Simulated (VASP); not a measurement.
# Ti2Te3Pt (P6mm) in VASP: further runs

Ti2Te3Pt is run at these levels: PBE; tasks: single point, relaxation of cell and atoms.

Everything below comes from runs of VASP 6.6.1. Logs are shortened: lines on timing, memory, paths and dates and some standing lists are left out, and cuts for length are marked.

### Step 1. The cell of the first run

Symmetry: P6mm, No. 183, hexagonal system. Conventional cell: a = 6.150 Å, b = 6.150 Å, c = 4.332 Å, α = 90.00°, β = 90.00°, γ = 120.00°. Within 3.7 Å of Ti (site symmetry 3m) lie 6 Te at 2.79 to 2.81 Å and 3 Ti at 3.55 Å and 3 Pt at 3.59 Å. Within 3.7 Å of Te (site symmetry 2mm) lie 4 Ti at 2.79 to 2.81 Å and 4 Te at 3.08 Å and 2 Pt at 3.47 Å. Within 4.6 Å of Pt (site symmetry 6mm) lie 12 Te at 3.47 to 4.10 Å and 6 Ti at 3.59 Å and 2 Pt at 4.33 Å.

The cell was built from a structure type or drawn by symmetry, and may not be a known phase.

### Step 2. Single point, PBE

The input, INCAR:

```
SYSTEM = Ti2Te3Pt
  ALGO = Normal
  EDIFF = 1E-6
  ENCUT = 520
  GGA = PE
  ISIF = 2
  ISMEAR = 0
  LASPH = .True.
  LCHARG = .True.
  LELF = .True.
  LREAL = .False.
  LVHAR = .True.
  LWAVE = .False.
  NBANDS = 35
  NELM = 80
  PREC = Accurate
  SIGMA = 0.1
```

The input, KPOINTS:

```
k-points
0
Gamma
  6 6 10
  0 0 0
```

The input, POSCAR:

```
Ti2Te3Pt
1.0
    6.1503370896      0.0000000000      0.0000000000
   -3.0751685448      5.3263481614      0.0000000000
    0.0000000000      0.0000000000      4.3321385754
Ti Te Pt
2 3 1
Direct
    0.6666666667      0.3333333333      0.9677976196
    0.3333333333      0.6666666667      0.9677976196
    0.5000000000      0.5000000000      0.4712795581
    0.5000000000      0.0000000000      0.4712795581
    0.0000000000      0.5000000000      0.4712795581
    0.0000000000      0.0000000000      0.8442030365
```

Potentials or basis: VASP PAW PBE potentials, release 64 (Ti_sv, Te, Pt).

Started as:

```
> cat potpaw_PBE.64/Ti_sv/POTCAR potpaw_PBE.64/Te/POTCAR potpaw_PBE.64/Pt/POTCAR > POTCAR
> mpirun -np 1 vasp_std > vasp.out
```

OUTCAR:

```text
SYSTEM = Ti2Te3Pt
   EDIFF = 1E-6
   ENCUT = 520
   GGA = PE
   ISIF = 2
   ISMEAR = 0
   LASPH = .True.
   LREAL = .False.
   NELM = 80
   PREC = Accurate

 ion  position               nearest neighbor table
   1  0.667  0.333  0.968-   4 2.79   5 2.79   3 2.79   4 2.81   5 2.81   3 2.81
   2  0.333  0.667  0.968-   4 2.79   5 2.79   3 2.79   4 2.81   5 2.81   3 2.81
   3  0.500  0.500  0.471-   1 2.79   2 2.79   1 2.81   2 2.81   4 3.08   4 3.08   5 3.08   5 3.08
                             6 3.47   6 3.47
   4  0.500  0.000  0.471-   1 2.79   2 2.79   1 2.81   2 2.81   3 3.08   5 3.08   3 3.08   5 3.08
                             6 3.47   6 3.47
   5  0.000  0.500  0.471-   1 2.79   2 2.79   1 2.81   2 2.81   4 3.08   4 3.08   3 3.08   3 3.08
                             6 3.47   6 3.47
   6  0.000  0.000  0.844-   3 3.47   5 3.47   5 3.47   3 3.47   4 3.47   4 3.47

  LATTYP: Found a hexagonal cell.
 ALAT       =     6.1503370896
 C/A-ratio  =     0.7043741688

  Lattice vectors:

 A1 = (   6.1503370896,   0.0000000000,   0.0000000000)
 A2 = (  -3.0751685448,   5.3263481614,   0.0000000000)
 A3 = (   0.0000000000,   0.0000000000,   4.3321385754)

Analysis of symmetry for initial positions (statically):
=====================================================================
 Subroutine PRICEL returns:
 Original cell was already a primitive cell.

 Routine SETGRP: Setting up the symmetry group for a
 hexagonal supercell.

 Subroutine GETGRP returns: Found 12 space group operations
 (whereof 12 operations were pure point group operations)
 out of a pool of 24 trial point group operations.

The static configuration has the point symmetry C_6v.

Analysis of symmetry for dynamics (positions and initial velocities):
=====================================================================
 Subroutine PRICEL returns:
 Original cell was already a primitive cell.

 Routine SETGRP: Setting up the symmetry group for a
 hexagonal supercell.

 Subroutine GETGRP returns: Found 12 space group operations
 (whereof 12 operations were pure point group operations)
 out of a pool of 24 trial point group operations.

The dynamic configuration has the point symmetry C_6v.

 Subroutine INISYM returns: Found 12 space group operations
 (whereof 12 operations are pure point group operations),
 and found     1 'primitive' translations

----------------------------------------------------------------------------------------

                                     Primitive cell
[... 103 lines left out ...]
   IBRION =     -1    ionic relax: 0-MD 1-quasi-New 2-CG
   NFREE  =      0    steps in history (QN), initial steepest desc. (CG)
   ISIF   =      2    stress and relaxation
   ISYM   =      2    0-nonsym 1-usesym 2-fastsym
   POTIM  = 0.5000    time-step for ionic-motion
   TEBEG  =    0.0;   TEEND  =   0.0 temperature during run
   PSTRESS=    0.0 pullay stress
   NELECT =      52.0000    total number of electrons
   NUPDOWN=      -1.0000    fix difference up-down
   EMIN   =  10.00;   EMAX   =-10.00  energy-range for DOS
   EFERMI =   0.00;   METHOD = LEGACY
   ISMEAR =     0;   SIGMA  =   0.10  broadening in eV -4-tet -1-fermi 0-gaus
   EFERMI_NEDOS =   21; number of points for ismear=-14 and -15
   IALGO  =     38    algorithm
   IMIX   =      4    mixing-type and parameters
     AMIX     =   0.40;   BMIX     =  1.00
     AMIX_MAG =   1.60;   BMIX_MAG =  1.00
  volume/ion in A,a.u.               =      23.65       159.62
  Fermi-wavevector in a.u.,A,eV,Ry     =   1.171473  2.213763 18.671947  1.372349
  Thomas-Fermi vector in A             =   2.307916
   LORBIT       =      0    0 simple, 1 ext, 2 COOP (PROOUT), +10 PAW based schemes
   GGA     = PE    functional components
   LHFCALC =     F    Hartree Fock is set to
   AEXX    =    0.0000 exact exchange contribution
   IVDW    =     0    specifies the selected vdW correction
   LEPSILON=     F    determine dielectric tensor
   LRPA    =     F    only Hartree local field effects (RPA)
 non-spin polarized calculation
 Gauss-broadening in eV      SIGMA  =   0.10
  energy-cutoff  :      520.00
  volume of cell :      141.92
 maximum number of plane-waves:      3892
 NGX is ok and might be reduce to    48
   NGX = 23   NGY = 23   NGZ = 17

 number of electron      52.0000000 magnetization

 Free energy of the ion-electron system (eV)
  ---------------------------------------------------
  ext. energy  EPLUGINS =         0.00000000
  ---------------------------------------------------
  free energy    TOTEN  =       -29.14262364 eV

  energy without entropy =      -29.11460383  energy(sigma->0) =      -29.12861373

 E-fermi :   8.1861     XC(G=0): -10.4710

 val. band max:        8.1849838251   @ k =   0.3333   0.0000   0.0000
 cond. band min:       8.1948044200   @ k =   0.3333   0.0000   0.3000
 fundamental gap:      0.0098205950
 Fermi energy:         8.1860998468

 k-point     1 :       0.0000    0.0000    0.0000
  band No.  band energies     occupation
      1     -49.3425      2.00000
      2     -49.3376      2.00000
      3     -25.7115      2.00000
      4     -25.7115      2.00000
      5     -25.6754      2.00000
      6     -25.6754      2.00000
[... 901 lines left out ...]
     34       9.8965      0.00000
     35      10.0871      0.00000

 [... further k-points ...]

------------------------ aborting loop because EDIFF is reached ----------------------------------------

  FORCE on cell =-STRESS in cart. coord.  units (eV):
  Direction    XX          YY          ZZ          XY          YZ          ZX
  --------------------------------------------------------------------------------------
  -------------------------------------------------------------------------------------
  Total       -0.0443231     -0.0443231     -0.0062935      0.0000000     -0.0000000      0.0000000
  in kB       -0.5003918     -0.5003918     -0.0710511      0.0000000     -0.0000000      0.0000000
  external PRESSURE =      -0.3572782 kB  Pullay stress =       0.0000000 kB

 VOLUME and BASIS-vectors are now :
 -----------------------------------------------------------------------------
  energy-cutoff  :      520.00
  volume of cell :      141.92
      direct lattice vectors                 reciprocal lattice vectors
     6.150337090  0.000000000  0.000000000     0.162592714  0.093872947  0.000000000
    -3.075168545  5.326348161  0.000000000     0.000000000  0.187745895  0.000000000
     0.000000000  0.000000000  4.332138575     0.000000000  0.000000000  0.230832874

 POSITION                                       TOTAL-FORCE (eV/Angst)
 -----------------------------------------------------------------------------------
      3.07517      1.77545      4.19263        -0.000000     -0.000000      0.000779
     -0.00000      3.55090      4.19263         0.000000      0.000000      0.000779
      1.53758      2.66317      2.04165         0.000000      0.000000     -0.000044
      3.07517      0.00000      2.04165         0.000000      0.000000     -0.000044
     -1.53758      2.66317      2.04165         0.000000      0.000000     -0.000044
      0.00000      0.00000      3.65720         0.000000      0.000000     -0.001425
 -----------------------------------------------------------------------------------
    total drift:                               -0.000000     -0.000000      0.000698

  FREE ENERGIE OF THE ION-ELECTRON SYSTEM (eV)
  ---------------------------------------------------
  free  energy   TOTEN  =       -29.1426236394 eV

  energy  without entropy=      -29.1146038271  energy(sigma->0) =      -29.12861373
```

stdout:

```text
POSCAR found type information on POSCAR TiTePt
 POSCAR found :  3 types and       6 ions
 scaLAPACK will be used
 LDA part: xc-table for (Slater+PW92), standard interpolation
 POSCAR, INCAR and KPOINTS ok, starting setup
 FFT: planning ... GRIDC
 FFT: planning ... GRID_SOFT
 FFT: planning ... GRID
 WAVECAR not read
 entering main loop
```

Wall time 2.1 min (1 thread of Intel Xeon 6975P-C (Granite Rapids), shared host); peak memory 0.37 GiB.

Results:

* Free energy: -29.1426 eV
* Pressure: 0.0 GPa
* Band gap on the k mesh: zero (bands 26 and 27 overlap by 0.61 eV)

Caveat: spin-orbit coupling is left out, which moves the levels of the heavy elements.

### Step 3. Relaxation of cell and atoms, PBE

This run uses another cell than the first one, of 22.97 Å³/atom.

The input, INCAR:

```
SYSTEM = Ti2Te3Pt
PREC = Accurate
ENCUT = 600
EDIFF = 1E-7
ISMEAR = 0
SIGMA = 0.1
LREAL = .FALSE.
LASPH = .TRUE.
NELM = 80
ALGO = Normal
ISIF = 3
LWAVE = .FALSE.
LCHARG = .FALSE.
GGA = PE
IBRION = 2
NSW = 100
EDIFFG = -0.01
```

The input, KPOINTS:

```
regular mesh
0
G
  6 6 10
  0 0 0
```

The input, POSCAR:

```
Ti2Te3Pt
1.0
    6.0965440600      0.0000000000      0.0000000000
   -3.0482720300      5.2797620300      0.0000000000
    0.0000000000      0.0000000000      4.2820269200
Ti Te Pt
2 3 1
Direct
    0.6666666700      0.3333333300      0.9631379800
    0.3333333300      0.6666666700      0.9631379800
    0.5000000000      0.5000000000      0.4595159900
    0.5000000000      0.0000000000      0.4595159900
    0.0000000000      0.5000000000      0.4595159900
    0.0000000000      0.0000000000      0.8888130200
```

Potentials or basis: VASP PAW PBE potentials, release 64 (Ti_sv, Te, Pt).

Started as:

```
> cat potpaw_PBE.64/Ti_sv/POTCAR potpaw_PBE.64/Te/POTCAR potpaw_PBE.64/Pt/POTCAR > POTCAR
> mpirun -np 1 vasp_std > vasp.out
```

Run time: 45 min. Hardware: 1 thread of Intel Xeon 6975P-C (Granite Rapids), shared host; peak memory 0.46 GiB.

Results (log left out):

```yaml
Free_energy: -29.1420 eV
Relaxed_volume: 23.65 Å³/atom
Relaxed_cell: a = 6.151 Å, b = 6.151 Å, c = 4.331 Å, α = 90.00°, β = 90.00°, γ = 120.00°
Space_group_after_relaxing_to_0.1_Å: P6mm (No. 183)
Energy_gained_by_relaxing: 6.0 meV/atom
Ionic_steps: 21
Pressure_after_relaxing: 0.0 GPa
Largest_force_after_relaxing: 0.006 eV/Å
Band_gap_on_the_k_mesh: zero (bands 26 and 27 overlap by 0.62 eV)
```

Forces in eV/Å, atoms in the order of the input:
```
Ti   0.000  0.000  0.006
Ti   0.000  0.000  0.006
Te   0.000  0.000 -0.002
Te   0.000  0.000 -0.002
Te   0.000  0.000 -0.002
Pt   0.000  0.000 -0.005
```

Stress tensor (GPa, compression positive):
```
-0.05  0.00  0.00
 0.00 -0.05  0.00
 0.00  0.00  0.03
```

The path:
```tsv
step	energy change (eV)	largest force (eV/Å)	pressure (GPa)	volume (Å³)
1	0.0000	0.1108	2.02	137.83
2	-0.0182	0.0642	-1.17	143.68
3	-0.0263	0.0644	-0.09	141.54
4	-0.0263	0.0636	-0.13	141.61
5	-0.0277	0.0590	-0.10	141.46
6	-0.0289	0.0566	-0.01	141.15
7	-0.0289	0.0562	0.00	141.11
8	-0.0292	0.0559	0.02	141.08
9	-0.0300	0.0542	0.09	141.00
10	-0.0313	0.0500	0.23	140.84
11	-0.0324	0.0372	0.52	140.52
12	-0.0324	0.0369	0.52	140.53
13	-0.0326	0.0362	0.51	140.56
14	-0.0329	0.0343	0.49	140.62
15	-0.0336	0.0314	0.44	140.74
16	-0.0346	0.0250	0.36	140.98
17	-0.0359	0.0116	0.20	141.46
18	-0.0351	0.0231	-0.11	142.43
19	-0.0361	0.0072	0.09	141.78
20	-0.0362	0.0068	0.06	141.81
21	-0.0363	0.0056	-0.03	141.90
```

Final structure:
```
Ti Te Pt
1.0
     6.15112    0.00000    0.00000
    -3.07556    5.32703    0.00000
     0.00000    0.00000    4.33062
Ti Te Pt
2 3 1
Direct
  0.66667 0.33333 0.96744
  0.33333 0.66667 0.96744
  0.50000 0.50000 0.47112
  0.50000 0.00000 0.47112
  0.00000 0.50000 0.47112
  0.00000 0.00000 0.84540
```

Levels at points of the mesh, in eV from the Fermi level:
```csv
k point,band 22,band 23,band 24,band 25,band 26,band 27,band 28,band 29,band 30,band 31
"(0.00, 0.00, 0.00)",-1.36,-1.36,-0.03,-0.03,0.05,0.05,0.16,0.16,0.55,1.28
"(0.50, 0.00, 0.00)",-1.35,-1.19,-0.92,-0.45,-0.12,0.09,0.61,0.65,0.73,0.77
"(0.00, 0.00, 0.50)",-1.27,-0.61,-0.61,-0.57,-0.47,0.43,0.43,0.58,1.15,1.15
"(0.50, 0.00, 0.50)",-1.41,-1.20,-0.80,-0.65,-0.25,-0.19,-0.08,0.62,0.87,0.95
```

Caveat: spin-orbit coupling is left out, which moves the levels of the heavy elements.
